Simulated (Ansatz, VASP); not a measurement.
# BP in VASP and in Ansatz

```
B P
1.0
     0.00000    2.26900    2.26900
     2.26900    0.00000    2.26900
     2.26900    2.26900    0.00000
B P
1 1
Cartesian
  0.0000 0.0000 0.0000
  1.1345 1.1345 1.1345
```

Alike in both runs: task single point; functional PBE; k mesh 16 × 16 × 16; occupations gaussian, width 0.02 eV; no spin polarisation.

|  | VASP | Ansatz |
| --- | --- | --- |
| version | VASP 6.6.1 | Ansatz 0.2.0 |
| potentials or method | VASP PAW PBE potentials, release 64 (B, P), cutoff 500 eV | scalar-relativistic, plane waves, PAW |
| valence electrons in the cell | 8 | 8 |

|  | VASP | Ansatz | Ansatz less VASP |
| --- | --- | --- | --- |
| gap on the k mesh at the Fermi level (eV) | 1.25 | 1.25 | +0.004 |
| least direct gap on the mesh (eV) | 3.40 | 3.40 | +0.003 |
| pressure (GPa) | 0.9 | 1.1 | +0.23 |

The functional is the same, so the differences come from potentials, cutoffs and numerics.
